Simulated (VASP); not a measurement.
# WC (sol) (P-6m2) in VASP: notebook, part 3 of 3

VASP 6.6.1.

## Step 5: Relaxation of cell and atoms, PBEsol

INCAR

```
SYSTEM = WC
PREC = Accurate
ENCUT = 600
EDIFF = 1E-6
ISMEAR = 0
SIGMA = 0.1
LREAL = .FALSE.
LASPH = .TRUE.
NELM = 60
ALGO = Normal
ISIF = 3
LWAVE = .FALSE.
LCHARG = .FALSE.
GGA = PS
IBRION = 2
NSW = 100
EDIFFG = -0.002
```

KPOINTS

```
regular mesh
0
G
  18 18 14
  0 0 0
```

POSCAR

```
WC
1.0
    2.8820700000      0.0000000000      0.0000000000
   -1.4410350000      2.4959458400      0.0000000000
    0.0000000000      0.0000000000      2.8238700000
W C
1 1
Direct
    0.0000000000      0.0000000000      0.0000000000
    0.6666666700      0.3333333300      0.5000000000
```

Potentials or basis: VASP PAW PBE potentials, release 64 (W_sv, C).

Started as:

```bash
$ cat potpaw_PBE.64/W_sv/POTCAR potpaw_PBE.64/C/POTCAR > POTCAR
$ mpirun -np 1 vasp_std > vasp.out
```

OUTCAR:

```text
SYSTEM = WC
   PREC = Accurate
   ENCUT = 600
   EDIFF = 1E-6
   ISMEAR = 0
   LREAL = .FALSE.
   LASPH = .TRUE.
   NELM = 60
   ISIF = 3
   GGA = PS
   IBRION = 2
   NSW = 100
   EDIFFG = -0.002

 ion  position               nearest neighbor table
   1  0.000  0.000  0.000-   2 2.18   2 2.18   2 2.18   2 2.18   2 2.18   2 2.18
   2  0.667  0.333  0.500-   1 2.18   1 2.18   1 2.18   1 2.18   1 2.18   1 2.18

  LATTYP: Found a hexagonal cell.
 ALAT       =     2.8820700000
 C/A-ratio  =     0.9798061810

  Lattice vectors:

 A1 = (   2.8820700000,   0.0000000000,   0.0000000000)
 A2 = (  -1.4410350000,   2.4959458400,   0.0000000000)
 A3 = (   0.0000000000,   0.0000000000,   2.8238700000)

Analysis of symmetry for initial positions (statically):
=====================================================================
 Subroutine PRICEL returns:
 Original cell was already a primitive cell.

 Routine SETGRP: Setting up the symmetry group for a
 hexagonal supercell.

 Subroutine GETGRP returns: Found 12 space group operations
 (whereof 12 operations were pure point group operations)
 out of a pool of 24 trial point group operations.

The static configuration has the point symmetry D_3h.

Analysis of symmetry for dynamics (positions and initial velocities):
=====================================================================
 Subroutine PRICEL returns:
 Original cell was already a primitive cell.

 Routine SETGRP: Setting up the symmetry group for a
 hexagonal supercell.

 Subroutine GETGRP returns: Found 12 space group operations
 (whereof 12 operations were pure point group operations)
 out of a pool of 24 trial point group operations.

The dynamic configuration has the point symmetry D_3h.

 Subroutine INISYM returns: Found 12 space group operations
 (whereof 12 operations are pure point group operations),
 and found     1 'primitive' translations

[... 127 lines left out ...]
 Gauss-broadening in eV      SIGMA  =   0.10
  energy-cutoff  :      600.00
  volume of cell :       20.31
 maximum number of plane-waves:       688
 NGX is ok and might be reduce to    24
   NGX = 11   NGY = 11   NGZ = 11

--------------------------------------- Ionic step        1  -------------------------------------------

 number of electron      18.0000000 magnetization

 Free energy of the ion-electron system (eV)
  ---------------------------------------------------
  ext. energy  EPLUGINS =         0.00000000
  ---------------------------------------------------
  free energy    TOTEN  =       -23.89468529 eV

  energy without entropy =      -23.89349880  energy(sigma->0) =      -23.89409204

------------------------ aborting loop because EDIFF is reached ----------------------------------------

  FORCE on cell =-STRESS in cart. coord.  units (eV):
  Direction    XX          YY          ZZ          XY          YZ          ZX
  --------------------------------------------------------------------------------------
  -------------------------------------------------------------------------------------
  Total        0.9057107      0.9057107      0.6395200      0.0000000      0.0000000      0.0000000
  in kB       71.4357676     71.4357679     50.4406093      0.0000000      0.0000000      0.0000000
  external PRESSURE =      64.4373816 kB  Pullay stress =       0.0000000 kB
[... 239 lines left out ...]
--------------------------------------- Ionic step        8  -------------------------------------------

 number of electron      18.0000001 magnetization

 Free energy of the ion-electron system (eV)
  ---------------------------------------------------
  ext. energy  EPLUGINS =         0.00000000
  ---------------------------------------------------
  free energy    TOTEN  =       -23.90136417 eV

  energy without entropy =      -23.90009175  energy(sigma->0) =      -23.90072796

 E-fermi :  11.0112     XC(G=0): -13.9602

 val. band max:       10.9730300423   @ k =   0.0556   0.0000   0.2143
 cond. band min:      11.0287121681   @ k =   0.4444   0.0000   0.5000
 fundamental gap:      0.0556821257
 Fermi energy:        11.0112488981

 k-point     1 :       0.0000    0.0000    0.0000
  band No.  band energies     occupation
      1     -62.9075      2.00000
      2     -26.8932      2.00000
      3     -26.7892      2.00000
      4     -26.7892      2.00000
      5      -3.4572      2.00000
      6       6.6517      2.00000
      7       7.6609      2.00000
      8       7.6609      2.00000
      9      11.1337      0.08320
     10      14.2689      0.00000
     11      14.2689      0.00000
     12      16.7027      0.00000
     13      16.7027      0.00000
[... 354 lines left out ...]
  band No.  band energies     occupation
      1     -62.8472      2.00000
      2     -27.5737      2.00000
      3     -27.0418      2.00000
      4     -26.7782      2.00000
      5      -0.0289      2.00000
      6       4.1090      2.00000
      7       7.3679      2.00000
      8       7.4821      2.00000
      9      10.5364      2.00000
     10      12.8392      0.00000
     11      14.6105      0.00000
     12      15.8774      0.00000
     13      18.6044      0.00000

 [... further k-points ...]
[... 5 lines left out ...]
  --------------------------------------------------------------------------------------
  -------------------------------------------------------------------------------------
  Total        0.0015607      0.0015607      0.0028390      0.0000000      0.0000000     -0.0000000
  in kB        0.1212005      0.1212005      0.2204735      0.0000000      0.0000000     -0.0000000
  external PRESSURE =       0.1542915 kB  Pullay stress =       0.0000000 kB
[... 17 lines left out ...]
  FREE ENERGIE OF THE ION-ELECTRON SYSTEM (eV)
  ---------------------------------------------------
  free  energy   TOTEN  =       -23.9013641710 eV

  energy  without entropy=      -23.9000917468  energy(sigma->0) =      -23.90072796

 reached required accuracy - stopping structural energy minimisation
```

OSZICAR:

```text
N       E                     dE             d eps       ncg     rms          rms(c)
DAV:   1     0.120209787113E+03    0.12021E+03   -0.10705E+04  7696   0.171E+03
DAV:   2    -0.224420607238E+02   -0.14265E+03   -0.13892E+03  8751   0.411E+02
[... 52 lines left out ...]
       N       E                     dE             d eps       ncg     rms          rms(c)
DAV:   1    -0.239013646666E+02    0.37795E-07   -0.77893E-06  7756   0.339E-02    0.230E-03
DAV:   2    -0.239013644915E+02    0.17512E-06   -0.31978E-07  3913   0.591E-03
   7 F= -.23901364E+02 E0= -.23900728E+02  d E =-.180941E-03
       N       E                     dE             d eps       ncg     rms          rms(c)
DAV:   1    -0.239013647276E+02   -0.61052E-07   -0.20734E-05  7786   0.555E-02    0.432E-03
DAV:   2    -0.239013641710E+02    0.55663E-06   -0.93030E-07  5239   0.100E-02
   8 F= -.23901364E+02 E0= -.23900728E+02  d E =-.180621E-03
```

Run time: 90 s. Hardware: 1 thread of Intel Xeon 6975P-C (Granite Rapids), shared host; peak memory 0.23 GiB.

What came out:

| Quantity | Value |
| --- | --- |
| Free energy | -23.9014 eV |
| Relaxed volume | 10.32 Å³/atom |
| Relaxed cell | a = 2.901 Å, b = 2.901 Å, c = 2.831 Å, α = 90.00°, β = 90.00°, γ = 120.00° |
| Space group after relaxing (to 0.05 Å) | P-6m2 (No. 187) |
| Energy gained by relaxing | 3.3 meV/atom |
| Ionic steps | 8 |
| Pressure after relaxing | 0.0 GPa |
| Band gap on the k mesh | zero (band 9 reaches 11.65 eV, above the bottom of band 10 at 10.41 eV) |

Step by step:
```csv
step,energy change (eV),largest force (eV/Å),pressure (GPa),volume (Å³)
1,0.0000,0.0000,6.44,20.31
2,0.0401,0.0000,-15.97,21.54
3,-0.0065,0.0000,-0.24,20.64
4,-0.0065,0.0000,-0.12,20.63
5,-0.0065,0.0000,0.17,20.63
6,-0.0067,0.0000,0.02,20.63
7,-0.0067,0.0000,0.02,20.63
8,-0.0067,0.0000,0.02,20.63
```

Final structure:
```
W C
1.0
     2.90083    0.00000    0.00000
    -1.45041    2.51219    0.00000
     0.00000    0.00000    2.83108
W C
1 1
Direct
  0.00000 0.00000 0.00000
  0.66667 0.33333 0.50000
```

Caveat: the PAW data sets were made with another functional, which shifts forces and pressure a little; spin-orbit coupling is left out, which moves the levels of the heavy elements.

## Step 6: The runs side by side

| task | cell | k mesh | cutoff (eV) | smearing | gap on the mesh (eV) | pressure (GPa) |
| --- | --- | --- | --- | --- | --- | --- |
| single point | a = 2.882, b = 2.882, c = 2.824 Å, angles 90.0, 90.0, 120.0°, 2 atoms | 9 × 9 × 6 | 520 | gaussian 0.1 eV | none | 6.7 |
| single point | a = 2.899, b = 2.899, c = 2.828 Å, angles 90.0, 90.0, 120.0°, 2 atoms | 18 × 18 × 14 | 520 | gaussian 0.1 eV | none | 1.2 |
| single point | a = 2.900, b = 2.900, c = 2.827 Å, angles 90.0, 90.0, 120.0°, 2 atoms | 18 × 18 × 14 | 520 | fermi-dirac 0.15 eV | none | 1.2 |
| relaxation of cell and atoms | relaxed from a = 2.882, b = 2.882, c = 2.824 Å, angles 90.0, 90.0, 120.0°, 2 atoms | 18 × 18 × 14 | 600 | gaussian 0.1 eV | none | 0.0 |

Alike in all rows: level PBEsol; potentials or basis VASP PAW PBE potentials, release 64 (W_sv, C); no spin polarisation.

Caveats: some runs use coarse meshes; the PAW data sets were made with another functional, which shifts forces and pressure a little; spin-orbit coupling is left out, which moves the levels of the heavy elements.

Total energies depend on the potentials used, so only differences within one code and one set of settings carry meaning.
